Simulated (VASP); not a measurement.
# CdSe (P6_3mc) in VASP: relaxation of the atoms with PBE

Aim: the relaxation of the atoms of CdSe with PBE.

All numbers are computed with VASP 6.6.1; they aren't measurements. Logs are shortened: lines on timing, memory, paths and dates and some standing lists are left out, and cuts for length are marked.

## 1. The cell of the first run

Symmetry: P6_3mc, No. 186, hexagonal system. The conventional cell has a = 4.300 Å, b = 4.300 Å, c = 7.020 Å, α = 90.00°, β = 90.00°, γ = 120.00°. Cd (site symmetry 3m) has 4 Se at 2.61 to 2.70 Å within 3.4 Å. Se (site symmetry 3m) has 4 Cd at 2.61 to 2.70 Å within 3.4 Å.

## 2. Relaxation of the atoms, PBE

INCAR

```
SYSTEM = CdSe
ALGO = Normal
EDIFF = 1E-7
EDIFFG = -0.002
ENCUT = 450
GGA = PE
GGA_COMPAT = .False.
IBRION = 2
ISIF = 2
ISMEAR = 0
LASPH = .True.
LCHARG = .False.
LREAL = .False.
LWAVE = .False.
NELM = 120
NELMIN = 4
NSW = 70
PREC = Accurate
SIGMA = 0.02
```

KPOINTS

```
k-points
0
Gamma
  9 9 4
  0 0 0
```

POSCAR

```
CdSe
1.0
    4.3000000000      0.0000000000      0.0000000000
   -2.1500000000      3.7239092363      0.0000000000
    0.0000000000      0.0000000000      7.0200000000
Cd Se
2 2
Direct
    0.3333333333      0.6666666667      0.0000000000
    0.6666666667      0.3333333333      0.5000000000
    0.3333333333      0.6666666667      0.3850000000
    0.6666666667      0.3333333333      0.8850000000
```

Potentials or basis: VASP PAW PBE potentials, release 64 (Cd, Se).

Command:

```console
cat potpaw_PBE.64/Cd/POTCAR potpaw_PBE.64/Se/POTCAR > POTCAR
mpirun -np 1 vasp_std > vasp.out
```

OUTCAR:

```text
SYSTEM = CdSe
   EDIFF = 1E-7
   EDIFFG = -0.002
   ENCUT = 450
   GGA = PE
   IBRION = 2
   ISIF = 2
   ISMEAR = 0
   LASPH = .True.
   LREAL = .False.
   NELM = 120
   NELMIN = 4
   NSW = 70
   PREC = Accurate

 ion  position               nearest neighbor table
   1  0.333  0.667  0.000-   4 2.61   4 2.61   4 2.61   3 2.70
   2  0.667  0.333  0.500-   3 2.61   3 2.61   3 2.61   4 2.70
   3  0.333  0.667  0.385-   2 2.61   2 2.61   2 2.61   1 2.70
   4  0.667  0.333  0.885-   1 2.61   1 2.61   1 2.61   2 2.70

  LATTYP: Found a hexagonal cell.
 ALAT       =     4.3000000000
 C/A-ratio  =     1.6325581395

  Lattice vectors:

 A1 = (   4.3000000000,   0.0000000000,   0.0000000000)
 A2 = (  -2.1500000000,   3.7239092363,   0.0000000000)
 A3 = (   0.0000000000,   0.0000000000,   7.0200000000)

Analysis of symmetry for initial positions (statically):
=====================================================================
 Subroutine PRICEL returns:
 Original cell was already a primitive cell.

 Routine SETGRP: Setting up the symmetry group for a
 hexagonal supercell.

 Subroutine GETGRP returns: Found 12 space group operations
 (whereof  6 operations were pure point group operations)
 out of a pool of 24 trial point group operations.

The static configuration has the point symmetry C_3v.
 The point group associated with its full space group is C_6v.

Analysis of symmetry for dynamics (positions and initial velocities):
=====================================================================
 Subroutine PRICEL returns:
 Original cell was already a primitive cell.

 Routine SETGRP: Setting up the symmetry group for a
 hexagonal supercell.

 Subroutine GETGRP returns: Found 12 space group operations
 (whereof  6 operations were pure point group operations)
 out of a pool of 24 trial point group operations.

The dynamic configuration has the point symmetry C_3v.
 The point group associated with its full space group is C_6v.

 Subroutine INISYM returns: Found 12 space group operations
 (whereof  6 operations are pure point group operations),
 and found     1 'primitive' translations

----------------------------------------------------------------------------------------

                                     Primitive cell

  volume of cell :     112.4099

  direct lattice vectors                    reciprocal lattice vectors
     4.300000000  0.000000000  0.000000000     0.232558140  0.134267504  0.000000000
    -2.150000000  3.723909236  0.000000000     0.000000000  0.268535009  0.000000000
     0.000000000  0.000000000  7.020000000     0.000000000  0.000000000  0.142450142

  length of vectors
     4.300000000  4.300000000  7.020000000     0.268535009  0.268535009  0.142450142

  position of ions in fractional coordinates (direct lattice)
     0.333333333  0.666666667  0.000000000
     0.666666667  0.333333333  0.500000000
     0.333333333  0.666666667  0.385000000
     0.666666667  0.333333333  0.885000000

  ion indices of the primitive-cell ions
   primitive index   ion index
                 1           1
                 2           2
                 3           3
                 4           4

----------------------------------------------------------------------------------------

 KPOINTS: k-points

Automatic generation of k-mesh.
 Grid dimensions read from file:
 generate k-points for:    9    9    4

 Generating k-lattice:

  Cartesian coordinates                     Fractional coordinates (reciprocal lattice)
     0.025839793  0.014918612  0.000000000     0.111111111  0.000000000  0.000000000
     0.000000000  0.029837223  0.000000000     0.000000000  0.111111111  0.000000000
     0.000000000  0.000000000  0.035612536     0.000000000  0.000000000  0.250000000

  Length of vectors
     0.029837223  0.029837223  0.035612536

  Shift w.r.t. Gamma in fractional coordinates (k-lattice)
     0.000000000  0.000000000  0.000000000

 Subroutine IBZKPT returns following result:
 ===========================================

 Found     36 irreducible k-points:

 Following reciprocal coordinates:
            Coordinates               Weight
  0.000000  0.000000  0.000000      1.000000
  0.111111 -0.000000  0.000000      6.000000
  0.222222  0.000000  0.000000      6.000000
  0.333333 -0.000000  0.000000      6.000000
  0.444444  0.000000  0.000000      6.000000
  0.111111  0.111111  0.000000      6.000000
[... 16 lines left out ...]
  0.333333  0.222222  0.250000     24.000000
  0.333333  0.333333  0.250000      4.000000
 [... further k-points ...]
   k-points           NKPTS =     36   k-points in BZ     NKDIM =     36   number of bands    NBANDS=     22
   number of dos      NEDOS =    301   number of ions     NIONS =      4
   total plane-waves  NPLWV =  45000
   dimension x,y,z NGX =    30 NGY =   30 NGZ =   50
   dimension x,y,z NGXF=    60 NGYF=   60 NGZF=  100
   ions per type =               2   2
   NGX,Y,Z   is equivalent  to a cutoff of  11.60, 11.60, 11.84 a.u.
   NGXF,Y,Z  is equivalent  to a cutoff of  23.20, 23.20, 23.68 a.u.
 SYSTEM =  CdSe
   PREC   = accura    normal or accurate (medium, high low for compatibility)
   ISTART =      0    job   : 0-new  1-cont  2-samecut
   ICHARG =      2    charge: 1-file 2-atom 10-const
   ISPIN  =      1    spin polarized calculation?
   LNONCOLLINEAR =      F non collinear calculations
   LSORBIT =      F    spin-orbit coupling
   LASPH  =      T    aspherical Exc in radial PAW
   ENCUT  =  450.0 eV  33.07 Ry    5.75 a.u.   7.44  7.44 12.14*2*pi/ulx,y,z
   NELM   =    120;   NELMIN=  4; NELMDL= -5     # of ELM steps
   EDIFF  = 0.1E-06   stopping-criterion for ELM
   LREAL  =      F    real-space projection
   EDIFFG = -.2E-02   stopping-criterion for IOM
   NSW    =     70    number of steps for IOM
   IBRION =      2    ionic relax: 0-MD 1-quasi-New 2-CG
   NFREE  =      1    steps in history (QN), initial steepest desc. (CG)
   ISIF   =      2    stress and relaxation
   ISYM   =      2    0-nonsym 1-usesym 2-fastsym
   POTIM  = 0.5000    time-step for ionic-motion
   TEBEG  =    0.0;   TEEND  =   0.0 temperature during run
   PSTRESS=    0.0 pullay stress
   NELECT =      36.0000    total number of electrons
   NUPDOWN=      -1.0000    fix difference up-down
   EMIN   =  10.00;   EMAX   =-10.00  energy-range for DOS
   EFERMI =   0.00;   METHOD = LEGACY
   ISMEAR =     0;   SIGMA  =   0.02  broadening in eV -4-tet -1-fermi 0-gaus
   EFERMI_NEDOS =   21; number of points for ismear=-14 and -15
   IALGO  =     38    algorithm
   IMIX   =      4    mixing-type and parameters
     AMIX     =   0.40;   BMIX     =  1.00
     AMIX_MAG =   1.60;   BMIX_MAG =  1.00
  volume/ion in A,a.u.               =      28.10       189.64
  Fermi-wavevector in a.u.,A,eV,Ry     =   1.120059  2.116604 17.068937  1.254531
  Thomas-Fermi vector in A             =   2.256702
   LORBIT       =      0    0 simple, 1 ext, 2 COOP (PROOUT), +10 PAW based schemes
   GGA     = PE    functional components
   LHFCALC =     F    Hartree Fock is set to
   AEXX    =    0.0000 exact exchange contribution
   IVDW    =     0    specifies the selected vdW correction
   LEPSILON=     F    determine dielectric tensor
   LRPA    =     F    only Hartree local field effects (RPA)
 conjugate gradient relaxation of ions
 non-spin polarized calculation
 Gauss-broadening in eV      SIGMA  =   0.02
  energy-cutoff  :      450.00
  volume of cell :      112.41
 maximum number of plane-waves:      2472
 NGX is ok and might be reduce to    30
   NGX = 15   NGY = 15   NGZ = 25

--------------------------------------- Ionic step        1  -------------------------------------------

 number of electron      36.0000029 magnetization

 Free energy of the ion-electron system (eV)
  ---------------------------------------------------
  ext. energy  EPLUGINS =         0.00000000
  ---------------------------------------------------
  free energy    TOTEN  =       -10.90420354 eV

  energy without entropy =      -10.90420354  energy(sigma->0) =      -10.90420354

------------------------ aborting loop because EDIFF is reached ----------------------------------------

  FORCE on cell =-STRESS in cart. coord.  units (eV):
  Direction    XX          YY          ZZ          XY          YZ          ZX
  --------------------------------------------------------------------------------------
  -------------------------------------------------------------------------------------
  Total        2.7421214      2.7421214      1.2718300      0.0000000      0.0000000      0.0000000
  in kB       39.0834247     39.0834247     18.1273774      0.0000000      0.0000000      0.0000000
  external PRESSURE =      32.0980756 kB  Pullay stress =       0.0000000 kB
[... 99 lines left out ...]
  energy  without entropy=      -10.9244399871  energy(sigma->0) =      -10.92443999

--------------------------------------- Ionic step        4  -------------------------------------------

 number of electron      36.0000002 magnetization

 Free energy of the ion-electron system (eV)
  ---------------------------------------------------
  ext. energy  EPLUGINS =         0.00000000
  ---------------------------------------------------
  free energy    TOTEN  =       -10.92445805 eV

  energy without entropy =      -10.92445805  energy(sigma->0) =      -10.92445805

 E-fermi :   1.0491     XC(G=0):  -8.8840

 val. band max:        0.9543387366   @ k =   0.0000   0.0000   0.0000
 cond. band min:       1.6213673052   @ k =   0.0000   0.0000   0.0000
 fundamental gap:      0.6670285685
 Fermi energy:         1.0490757861

 k-point     1 :       0.0000    0.0000    0.0000
  band No.  band energies     occupation
      1     -11.6528      2.00000
      2     -11.2746      2.00000
      3      -6.9783      2.00000
      4      -6.9707      2.00000
      5      -6.9707      2.00000
      6      -6.9026      2.00000
[... 574 lines left out ...]
      6      -6.7537      2.00000
[... 14 lines left out ...]
     21       5.6446      0.00000
     22       7.3972      0.00000

 [... further k-points ...]
[... 5 lines left out ...]
  --------------------------------------------------------------------------------------
  -------------------------------------------------------------------------------------
  Total        2.1715468      2.1715468      2.2020665      0.0000000      0.0000000      0.0000000
  in kB       30.9510316     30.9510316     31.3860286      0.0000000      0.0000000      0.0000000
  external PRESSURE =      31.0960306 kB  Pullay stress =       0.0000000 kB
[... 19 lines left out ...]
  FREE ENERGIE OF THE ION-ELECTRON SYSTEM (eV)
  ---------------------------------------------------
  free  energy   TOTEN  =       -10.9244580453 eV

  energy  without entropy=      -10.9244580453  energy(sigma->0) =      -10.92445805

 reached required accuracy - stopping structural energy minimisation
```

Wall time 7.1 min (1 thread of AMD EPYC 7R13, shared host); peak memory 0.21 GiB.

What came out:

```
Free energy               : -10.9245 eV
Energy gained by relaxing : 5.1 meV/atom
Ionic steps               : 4
Pressure after relaxing   : 3.1 GPa
Band gap on the k mesh    : 0.67 eV
```

Step by step:
| step | energy change (eV) | largest force (eV/Å) | pressure (GPa) |
| --- | --- | --- | --- |
| 1 | 0.0000 | 0.2909 | 3.21 |
| 2 | -0.0132 | 0.1783 | 3.15 |
| 3 | -0.0202 | 0.0096 | 3.11 |
| 4 | -0.0203 | 0.0008 | 3.11 |

Final structure:
```
Cd Se
1.0
     4.30000    0.00000    0.00000
    -2.15000    3.72391    0.00000
     0.00000    0.00000    7.02000
Cd Se
2 2
Direct
  0.33333 0.66667 0.00473
  0.66667 0.33333 0.50473
  0.33333 0.66667 0.38027
  0.66667 0.33333 0.88027
```

Levels at points of the mesh, in eV from the valence-band top:
| k point | band 16 | band 17 | band 18 | band 19 | band 20 | band 21 |
| --- | --- | --- | --- | --- | --- | --- |
| (0.00, 0.00, 0.00) | -0.05 | 0.00 | 0.00 | 0.67 | 2.21 | 5.86 |
| (0.00, 0.00, 0.50) | -0.40 | -0.40 | -0.40 | 2.38 | 2.38 | 5.86 |

Caveat: semilocal functionals underestimate gaps, and a narrow one can read as zero.
